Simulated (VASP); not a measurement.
Here is a VASP 6.6.1 calculation.

Contents of INCAR:

```
SYSTEM = ZrB2
ALGO = Normal ; EDIFF = 1E-6
ENCUT = 520 ; GGA = PE
ISIF = 2 ; ISMEAR = -1
LASPH = .True. ; LCHARG = .False.
LREAL = .False. ; LWAVE = .False.
NBANDS = 16 ; NELM = 80
PREC = Accurate ; SIGMA = 0.15
```

Contents of KPOINTS:

```
k-points
0
Gamma
  10 10 8
  0 0 0
```

POSCAR

```
ZrB2
1.0
    3.2117153101      0.0000000000      0.0000000000
   -1.6058576551      2.7814275245      0.0000000000
    0.0000000000      0.0000000000      3.5794921737
Zr B
1 2
Direct
    0.0000000000      0.0000000000      0.0000000000
    0.3333333333      0.6666666667      0.5000000000
    0.6666666667      0.3333333333      0.5000000000
```

Potentials or basis: VASP PAW PBE potentials, release 64 (Zr_sv, B).

Run with:

```console
$ cat potpaw_PBE.64/Zr_sv/POTCAR potpaw_PBE.64/B/POTCAR > POTCAR
$ mpirun -np 1 vasp_std > vasp.out
```

(1) Estimate the band gap on the k mesh.

(2) What does it give for the pressure?

## Answers

(1) zero (bands 9 and 10 overlap by 0.77 eV).

(2) -7.8 GPa.

Caveat: the cell stands under tension.
